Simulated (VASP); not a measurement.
# CoO (Fm-3m) in VASP: further runs

Aim: see how the results for CoO move with the level of theory and the settings. Levels: PBE+U, LDA+U. Tasks: single point.

Everything below comes from runs of VASP 6.6.1. Logs are shortened: lines on timing, memory, paths and dates and some standing lists are left out, and cuts for length are marked.

### 1 The cell of the first run

It takes space group Fm-3m (No. 225, cubic). The conventional cell has a = 4.263 Å, b = 4.263 Å, c = 4.263 Å, α = 90.00°, β = 90.00°, γ = 90.00°. Co (site symmetry m-3m) has 6 O at 2.13 Å within 2.8 Å. Within 2.8 Å of O (site symmetry m-3m) lie 6 Co at 2.13 Å.

### 2 Single point, PBE+U, collinear spin, ferromagnetic start

Contents of INCAR:

```
SYSTEM = CoO
  ALGO = Normal
  EDIFF = 1E-6
  ENCUT = 520
  GGA = PE
  ISIF = 2
  ISMEAR = 0
  ISPIN = 2
  LASPH = .True.
  LCHARG = .True.
  LDAU = .True.
  LDAUJ = 0 0
  LDAUL = 2 -1
  LDAUPRINT = 1
  LDAUTYPE = 2
  LDAUU = 3.3 0
  LELF = .True.
  LMAXMIX = 4
  LORBIT = 11
  LREAL = .False.
  LVHAR = .True.
  LWAVE = .False.
  MAGMOM = 3 0
  NBANDS = 18
  NELM = 150
  PREC = Accurate
  SIGMA = 0.05
```

Contents of KPOINTS:

```
k-points
0
Gamma
  6 6 6
  0 0 0
```

Contents of POSCAR:

```
CoO
1.0
    0.0000000000      2.1315016559      2.1315016559
    2.1315016559      0.0000000000      2.1315016559
    2.1315016559      2.1315016559      0.0000000000
Co O
1 1
Direct
    0.0000000000      0.0000000000      0.0000000000
    0.5000000000      0.5000000000      0.5000000000
```

Potentials or basis: VASP PAW PBE potentials, release 64 (Co, O).

Started as:

```
$ cat potpaw_PBE.64/Co/POTCAR potpaw_PBE.64/O/POTCAR > POTCAR
$ mpirun -np 1 vasp_std > vasp.out
```

OUTCAR:

```text
SYSTEM = CoO
   EDIFF = 1E-6
   ENCUT = 520
   GGA = PE
   ISIF = 2
   ISMEAR = 0
   ISPIN = 2
   LASPH = .True.
   LORBIT = 11
   LREAL = .False.
   NELM = 150
   PREC = Accurate

 ion  position               nearest neighbor table
   1  0.000  0.000  0.000-   2 2.13   2 2.13   2 2.13   2 2.13   2 2.13   2 2.13
   2  0.500  0.500  0.500-   1 2.13   1 2.13   1 2.13   1 2.13   1 2.13   1 2.13

  LATTYP: Found a face centered cubic cell.
 ALAT       =     4.2630033118

  Lattice vectors:

 A1 = (   0.0000000000,   2.1315016559,   2.1315016559)
 A2 = (   2.1315016559,   0.0000000000,   2.1315016559)
 A3 = (   2.1315016559,   2.1315016559,   0.0000000000)

Analysis of symmetry for initial positions (statically):
=====================================================================
 Subroutine PRICEL returns:
 Original cell was already a primitive cell.

 Routine SETGRP: Setting up the symmetry group for a
 face centered cubic supercell.

 Subroutine GETGRP returns: Found 48 space group operations
 (whereof 48 operations were pure point group operations)
 out of a pool of 48 trial point group operations.

The static configuration has the point symmetry O_h .

Analysis of symmetry for dynamics (positions and initial velocities):
=====================================================================
 Subroutine PRICEL returns:
 Original cell was already a primitive cell.

 Routine SETGRP: Setting up the symmetry group for a
 face centered cubic supercell.

 Subroutine GETGRP returns: Found 48 space group operations
 (whereof 48 operations were pure point group operations)
 out of a pool of 48 trial point group operations.

The dynamic configuration has the point symmetry O_h .

Analysis of structural, dynamic, and magnetic symmetry:
=====================================================================
 Subroutine PRICEL returns:
 Original cell was already a primitive cell.

 Routine SETGRP: Setting up the symmetry group for a
 face centered cubic supercell.

 Subroutine GETGRP returns: Found 48 space group operations
 (whereof 48 operations were pure point group operations)
 out of a pool of 48 trial point group operations.

The overall configuration has the point symmetry O_h .

 Subroutine INISYM returns: Found 48 space group operations
 (whereof 48 operations are pure point group operations),
 and found     1 'primitive' translations

----------------------------------------------------------------------------------------

                                     Primitive cell

  volume of cell :      19.3681

  direct lattice vectors                    reciprocal lattice vectors
     0.000000000  2.131501656  2.131501656    -0.234576407  0.234576407  0.234576407
     2.131501656  0.000000000  2.131501656     0.234576407 -0.234576407  0.234576407
     2.131501656  2.131501656  0.000000000     0.234576407  0.234576407 -0.234576407

  length of vectors
     3.014398550  3.014398550  3.014398550     0.406298255  0.406298255  0.406298255

  position of ions in fractional coordinates (direct lattice)
     0.000000000  0.000000000  0.000000000
     0.500000000  0.500000000  0.500000000

  ion indices of the primitive-cell ions
   primitive index   ion index
                 1           1
                 2           2

----------------------------------------------------------------------------------------

 KPOINTS: k-points

Automatic generation of k-mesh.
 Grid dimensions read from file:
 generate k-points for:    6    6    6

 Generating k-lattice:

  Cartesian coordinates                     Fractional coordinates (reciprocal lattice)
    -0.039096068  0.039096068  0.039096068     0.166666667  0.000000000  0.000000000
[... 65 lines left out ...]
   ISMEAR =     0;   SIGMA  =   0.05  broadening in eV -4-tet -1-fermi 0-gaus
   EFERMI_NEDOS =   21; number of points for ismear=-14 and -15
   IALGO  =     38    algorithm
   IMIX   =      4    mixing-type and parameters
     AMIX     =   0.40;   BMIX     =  1.00
     AMIX_MAG =   1.60;   BMIX_MAG =  1.00
  volume/ion in A,a.u.               =       9.68        65.35
  Fermi-wavevector in a.u.,A,eV,Ry     =   1.503406  2.841025 30.752286  2.260229
  Thomas-Fermi vector in A             =   2.614520
   LORBIT       =     11    0 simple, 1 ext, 2 COOP (PROOUT), +10 PAW based schemes
 LDA+U is selected, type is set to LDAUTYPE =  2
   angular momentum for each species LDAUL =     2   -1
   U (eV)           for each species LDAUU =   3.3  0.0
   J (eV)           for each species LDAUJ =   0.0  0.0
   GGA     = PE    functional components
   LHFCALC =     F    Hartree Fock is set to
   AEXX    =    0.0000 exact exchange contribution
   IVDW    =     0    specifies the selected vdW correction
   LEPSILON=     F    determine dielectric tensor
   LRPA    =     F    only Hartree local field effects (RPA)
 spin polarized calculation
 Gauss-broadening in eV      SIGMA  =   0.05
  energy-cutoff  :      520.00
  volume of cell :       19.37
 maximum number of plane-waves:       544
 NGX is ok and might be reduce to    24
   NGX = 11   NGY = 11   NGZ = 11

atom =   1  type =  1  l = 2

 onsite density matrix

spin component  1

  0.9680  0.0000 -0.0000 -0.0000 -0.0000
  0.0000  0.9680 -0.0000  0.0000  0.0000
 -0.0000 -0.0000  1.0117  0.0000  0.0000
 -0.0000  0.0000  0.0000  0.9680 -0.0000
 -0.0000  0.0000  0.0000 -0.0000  1.0117

spin component  2

  0.6525 -0.0000 -0.0000  0.0000 -0.0000
 -0.0000  0.6525 -0.0000 -0.0000 -0.0000
 -0.0000 -0.0000  0.1374 -0.0000  0.0000
  0.0000 -0.0000 -0.0000  0.6525 -0.0000
 -0.0000 -0.0000  0.0000 -0.0000  0.1374

 occupancies and eigenvectors

  o =  0.1374  v =  0.0000  0.0000  0.0000  0.0000  0.0000  0.0000  0.0000 -0.0065  0.0000 -1.0000      0.0000  0.0000  0.0000  0.0000  0.0000  0.0000  0.0000  0.0000  0.0000  0.0000
  o =  0.1374  v =  0.0000  0.0000  0.0000  0.0000  0.0000  0.0000 -0.0000 -1.0000  0.0000  0.0065      0.0000  0.0000  0.0000  0.0000  0.0000  0.0000  0.0000  0.0000  0.0000  0.0000
  o =  0.6525  v =  0.0000  0.0000  0.0000  0.0000  0.0000  0.0000  0.0822 -0.0000 -0.9966 -0.0000      0.0000  0.0000  0.0000  0.0000  0.0000  0.0000  0.0000  0.0000  0.0000  0.0000
  o =  0.6525  v =  0.0000  0.0000  0.0000  0.0000  0.0000  1.0000  0.0000  0.0000  0.0000  0.0000      0.0000  0.0000  0.0000  0.0000  0.0000  0.0000  0.0000  0.0000  0.0000  0.0000
  o =  0.6525  v =  0.0000  0.0000  0.0000  0.0000  0.0000  0.0000 -0.9966  0.0000 -0.0822 -0.0000      0.0000  0.0000  0.0000  0.0000  0.0000  0.0000  0.0000  0.0000  0.0000  0.0000
  o =  0.9680  v =  1.0000  0.0000  0.0000  0.0000  0.0000  0.0000  0.0000  0.0000  0.0000  0.0000      0.0000  0.0000  0.0000  0.0000  0.0000  0.0000  0.0000  0.0000  0.0000  0.0000
  o =  0.9680  v =  0.0000  0.9106  0.0000  0.4134 -0.0000  0.0000  0.0000  0.0000  0.0000  0.0000      0.0000  0.0000  0.0000  0.0000  0.0000  0.0000  0.0000  0.0000  0.0000  0.0000
  o =  0.9680  v =  0.0000  0.4134  0.0000 -0.9106  0.0000  0.0000  0.0000  0.0000  0.0000  0.0000      0.0000  0.0000  0.0000  0.0000  0.0000  0.0000  0.0000  0.0000  0.0000  0.0000
  o =  1.0117  v =  0.0000  0.0000 -1.0000 -0.0000  0.0085  0.0000  0.0000  0.0000  0.0000  0.0000      0.0000  0.0000  0.0000  0.0000  0.0000  0.0000  0.0000  0.0000  0.0000  0.0000
  o =  1.0117  v =  0.0000  0.0000  0.0085  0.0000  1.0000  0.0000  0.0000  0.0000  0.0000  0.0000      0.0000  0.0000  0.0000  0.0000  0.0000  0.0000  0.0000  0.0000  0.0000  0.0000

 number of electron      15.0000007 magnetization       2.9988908

 Free energy of the ion-electron system (eV)
  ---------------------------------------------------
  ext. energy  EPLUGINS =         0.00000000
  ---------------------------------------------------
  free energy    TOTEN  =       -11.29981787 eV

  energy without entropy =      -11.29319120  energy(sigma->0) =      -11.29650454

 E-fermi :   7.3374     XC(G=0): -12.3763

 val. band max:        7.3115976089   @ k =   0.3333   0.1667   0.0000
 cond. band min:       7.3602362641   @ k =   0.5000   0.3333   0.0000
 fundamental gap:      0.0486386552
 Fermi energy:         7.3374007376

 spin component 1

 k-point     1 :       0.0000    0.0000    0.0000
  band No.  band energies     occupation
      1     -12.1222      1.00000
      2       2.7312      1.00000
      3       2.7312      1.00000
      4       3.1801      1.00000
      5       3.1801      1.00000
      6       3.1801      1.00000
[... 312 lines left out ...]
      4       1.8372      1.00000
      5       3.4890      1.00000
      6       4.0889      1.00000
[... 10 lines left out ...]
     17      37.1420      0.00000
     18      39.1292      0.00000
 Fermi energy:         7.3374007376

 spin component 2

 k-point     1 :       0.0000    0.0000    0.0000
  band No.  band energies     occupation
      1     -11.6877      1.00000
      2       5.4525      1.00000
      3       5.4525      1.00000
      4       5.4525      1.00000
      5       6.2163      1.00000
      6       6.2163      1.00000
[... 313 lines left out ...]
      5       6.4558      1.00000
      6       7.2785      0.95206
[... 10 lines left out ...]
     17      39.2548      0.00000
     18      39.6702      0.00000

------------------------ aborting loop because EDIFF is reached ----------------------------------------

  FORCE on cell =-STRESS in cart. coord.  units (eV):
  Direction    XX          YY          ZZ          XY          YZ          ZX
  --------------------------------------------------------------------------------------
  -------------------------------------------------------------------------------------
  Total       -0.2870038     -0.2870038     -0.2870038      0.0000000      0.0000000      0.0000000
  in kB      -23.7416657    -23.7416657    -23.7416657      0.0000000      0.0000000      0.0000000
  external PRESSURE =     -23.7416657 kB  Pullay stress =       0.0000000 kB

 VOLUME and BASIS-vectors are now :
 -----------------------------------------------------------------------------
  energy-cutoff  :      520.00
  volume of cell :       19.37
      direct lattice vectors                 reciprocal lattice vectors
     0.000000000  2.131501656  2.131501656    -0.234576407  0.234576407  0.234576407
     2.131501656  0.000000000  2.131501656     0.234576407 -0.234576407  0.234576407
     2.131501656  2.131501656  0.000000000     0.234576407  0.234576407 -0.234576407

 POSITION                                       TOTAL-FORCE (eV/Angst)
 -----------------------------------------------------------------------------------
      0.00000      0.00000      0.00000        -0.000000     -0.000000     -0.000000
      2.13150      2.13150      2.13150         0.000000      0.000000      0.000000
 -----------------------------------------------------------------------------------
    total drift:                                0.000000     -0.000000     -0.000000

  FREE ENERGIE OF THE ION-ELECTRON SYSTEM (eV)
  ---------------------------------------------------
  free  energy   TOTEN  =       -11.2998178710 eV

  energy  without entropy=      -11.2931912037  energy(sigma->0) =      -11.29650454

 total charge

# of ion       s       p       d       tot
------------------------------------------
    1        0.296   0.361   7.136   7.793
    2        1.552   3.447   0.000   4.999
--------------------------------------------------
tot          1.849   3.808   7.136  12.792

 magnetization (x)

# of ion       s       p       d       tot
------------------------------------------
    1        0.021   0.018   2.694   2.733
    2        0.023   0.231   0.000   0.255
--------------------------------------------------
tot          0.045   0.249   2.694   2.987
```

Wall time 15 s (1 thread of Intel Xeon Platinum 8259CL at 2.50GHz (Skylake/Cascade Lake), shared host); peak memory 0.15 GiB.

What came out:

```
Free energy                                           : -11.2998 eV
Pressure                                              : -2.4 GPa
Band gap on the k mesh                                : zero (filled and empty bands overlap)
Net moment                                            : 3.00 μB per cell
Site moments                                          : Co +2.73; O +0.26 μB
Valence electrons inside the program's atomic spheres : Co 7.79; O 5.00
```

Eigenvalues of the final occupation matrices:
```csv
site,spin,trace,eigenvalues
site 1 d,1,4.93,0.97 0.97 0.97 1.01 1.01
site 1 d,2,2.23,0.14 0.14 0.65 0.65 0.65
```

Caveat: the k points lie up to 0.43 Å⁻¹ apart; a cell with one magnetic atom can't hold antiferromagnetic order, which such compounds often take. The state reached can hang on the start; a lower one may exist.

### 3 Single point, LDA+U, collinear spin, ferromagnetic start (volume scaled by 0.96)

Contents of INCAR:

```
PREC     = Accurate       # precision mode
ENCUT    = 520            # plane-wave cutoff, eV
EDIFF    = 1E-6           # SCF threshold, eV
ISMEAR   = 0              # smearing method
SIGMA    = 0.05           # smearing width, eV
LREAL    = False          # projectors in reciprocal space
LASPH    = True           # aspherical terms in the spheres
NELM     = 150            # most SCF steps
ALGO     = Normal         # electronic algorithm
ISIF     = 2              # what is computed and relaxed
LWAVE    = False          # write WAVECAR
LCHARG   = False          # write CHGCAR
ISPIN    = 2              # spin polarisation
MAGMOM   = 2.79 0.31      # initial moments
LORBIT   = 11             # projections on sites
LMAXMIX  = 4              # l up to which the mixer works
LDAU     = True           # DFT+U
LDAUTYPE = 2            
LDAUL    = 2 -1           # shell
LDAUU    = 3.3 0          # U, eV
LDAUJ    = 0 0          
LDAUPRINT= 1            
GGA      = CA             # functional
NBANDS   = 18             # bands
```

Contents of KPOINTS:

```
Automatic mesh
0
Gamma
  10 10 10
```

Contents of POSCAR:

```
CoO
1.0
    0.0000000000      2.0700633910      2.0700633910
    2.0700633910      0.0000000000      2.0700633910
    2.0700633910      2.0700633910      0.0000000000
Co O
1 1
Direct
    0.0000000000      0.0000000000      0.0000000000
    0.5000000000      0.5000000000      0.5000000000
```

Potentials or basis: VASP PAW LDA potentials, release 64 (Co, O).

Started as:

```
$ cat potpaw_LDA.64/Co/POTCAR potpaw_LDA.64/O/POTCAR > POTCAR
$ mpirun -np 1 vasp_std > vasp.out
```

Run time: 24 s. Hardware: 1 thread of Intel Xeon Platinum 8259CL at 2.50GHz (Skylake/Cascade Lake), shared host; peak memory 0.15 GiB.

Results (log left out):

```
Free energy                                           : -12.9213 eV
Pressure                                              : -3.5 GPa
Band gap on the k mesh                                : zero (filled and empty bands overlap)
Net moment                                            : 2.97 μB per cell
Site moments                                          : Co +2.67; O +0.28 μB
Valence electrons inside the program's atomic spheres : Co 7.99; O 5.00
```

Levels at points of the mesh, in eV from the Fermi level:
Spin up:
```tsv
k point	band 6	band 7	band 8	band 9	band 10	band 11	band 12	band 13
(0.00, 0.00, 0.00)	-4.30	-2.88	-2.88	-2.88	2.03	17.42	18.08	18.08
(0.50, 0.00, 0.00)	-3.49	-2.58	0.03	0.03	5.65	10.52	14.27	14.27
(0.50, 0.50, 0.00)	-4.15	-3.33	-3.17	-3.17	6.78	10.79	11.53	17.06
```
Spin down:
| k point | band 4 | band 5 | band 6 | band 7 | band 8 | band 9 |
| --- | --- | --- | --- | --- | --- | --- |
| (0.00, 0.00, 0.00) | -2.33 | -1.34 | -1.34 | -1.34 | 0.99 | 0.99 |
| (0.50, 0.00, 0.00) | -4.51 | -0.14 | -0.14 | 0.23 | 3.87 | 3.87 |
| (0.50, 0.50, 0.00) | -3.72 | -2.62 | 0.09 | 0.09 | 1.55 | 2.19 |

Eigenvalues of the final occupation matrices:
```
    site  spin  trace               eigenvalues
site 1 d     1   4.95  0.97 0.97 0.97 1.02 1.02
site 1 d     2   2.31  0.17 0.17 0.66 0.66 0.66
```

Caveat: the cell differs from its parent crystal (volume scaled by 0.96); a cell with one magnetic atom can't hold antiferromagnetic order, which such compounds often take. The state reached can hang on the start; a lower one may exist.

### 4 Single point, LDA+U, collinear spin, ferromagnetic start

This run uses another cell than the first one, of 9.10 Å³/atom, 0.939 times its volume.

INCAR, as its differences from that of step 3:

```diff
@@ -2,3 +2,3 @@
 ENCUT    = 520            # plane-wave cutoff, eV
-EDIFF    = 1E-6           # SCF threshold, eV
+EDIFF    = 1E-7           # SCF threshold, eV
 ISMEAR   = 0              # smearing method
@@ -13,3 +13,3 @@
 ISPIN    = 2              # spin polarisation
-MAGMOM   = 2.79 0.31      # initial moments
+MAGMOM   = 2.8 0.31       # initial moments
 LORBIT   = 11             # projections on sites
@@ -22,3 +22,2 @@
 LDAUPRINT= 1            
-GGA      = CA             # functional
 NBANDS   = 18             # bands
```

Contents of KPOINTS:

```
regular mesh
0
Gamma
  10 10 10
```

Contents of POSCAR:

```
CoO
1.0
    0.0000000000      2.0874238993      2.0874238993
    2.0874238993      0.0000000000      2.0874238993
    2.0874238993      2.0874238993      0.0000000000
Co O
1 1
Direct
    0.0000000000      0.0000000000      0.0000000000
    0.5000000000      0.5000000000      0.5000000000
```

Started as:

```
$ cat potpaw_LDA.64/Co/POTCAR potpaw_LDA.64/O/POTCAR > POTCAR
$ mpirun -np 1 vasp_std > vasp.out
```

Run time: 25 s. Hardware: 1 thread of Intel Xeon Platinum 8259CL at 2.50GHz (Skylake/Cascade Lake), shared host; peak memory 0.15 GiB.

It converged, with:

```yaml
Free_energy: -12.9057 eV
Pressure: -8.3 GPa
Band_gap_on_the_k_mesh: zero (filled and empty bands overlap)
Net_moment: 3.00 μB per cell
Site_moments: Co +2.69; O +0.28 μB
Valence_electrons_inside_the_program's_atomic_spheres: Co 7.94; O 4.99
```

Levels at points of the mesh, in eV from the Fermi level:
Spin up:
| k point | band 5 | band 6 | band 7 | band 8 | band 9 | band 10 | band 11 | band 12 | band 13 | band 14 |
| --- | --- | --- | --- | --- | --- | --- | --- | --- | --- | --- |
| (0.00, 0.00, 0.00) | -4.27 | -4.27 | -2.77 | -2.77 | -2.77 | 1.87 | 17.34 | 17.90 | 17.90 | 17.90 |
| (0.50, 0.00, 0.00) | -3.51 | -3.51 | -2.61 | -0.03 | -0.03 | 5.59 | 10.27 | 14.09 | 14.09 | 20.91 |
| (0.50, 0.50, 0.00) | -4.10 | -4.10 | -3.40 | -3.20 | -3.20 | 6.59 | 10.62 | 11.43 | 16.75 | 16.75 |
Spin down:
```tsv
k point	band 2	band 3	band 4	band 5	band 6	band 7	band 8	band 9	band 10	band 11
(0.00, 0.00, 0.00)	-2.22	-2.22	-2.22	-1.28	-1.28	-1.28	1.03	1.03	2.42	17.42
(0.50, 0.00, 0.00)	-7.71	-4.33	-4.33	-0.13	-0.13	0.23	3.81	3.81	5.95	11.06
(0.50, 0.50, 0.00)	-6.34	-3.58	-3.58	-2.50	0.08	0.08	1.56	2.15	7.40	11.12
```

Eigenvalues of the final occupation matrices:
```
    site  spin  trace               eigenvalues
site 1 d     1   4.94  0.97 0.97 0.97 1.02 1.02
site 1 d     2   2.29  0.17 0.17 0.65 0.65 0.65
```

Caveat: a cell with one magnetic atom can't hold antiferromagnetic order, which such compounds often take. The state reached can hang on the start; a lower one may exist.

### 5 Overview

| level | potentials or basis | cell | k mesh | gap on the mesh (eV) | pressure (GPa) | moment (μB) |
| --- | --- | --- | --- | --- | --- | --- |
| PBE+U | VASP PAW PBE potentials, release 64 (Co, O) | a = 3.014 Å, angles 60.0°, 2 atoms | 6 × 6 × 6 | none | -2.4 | 3.00 |
| LDA+U | VASP PAW LDA potentials, release 64 (Co, O) | a = 2.928 Å, angles 60.0°, 2 atoms | 10 × 10 × 10 | none | -3.5 | 2.97 |
| LDA+U | VASP PAW LDA potentials, release 64 (Co, O) | a = 2.952 Å, angles 60.0°, 2 atoms | 10 × 10 × 10 | none | -8.3 | 3.00 |

Alike in all rows: task single point; spin collinear, ferromagnetic start; Co d U = 3.3 eV; cutoff (eV) 520; smearing gaussian 0.05 eV.

Caveats: some runs use coarse meshes; a cell with one magnetic atom can't hold antiferromagnetic order, which such compounds often take.

Total energies depend on the potentials used, so only differences within one code and one set of settings carry meaning.
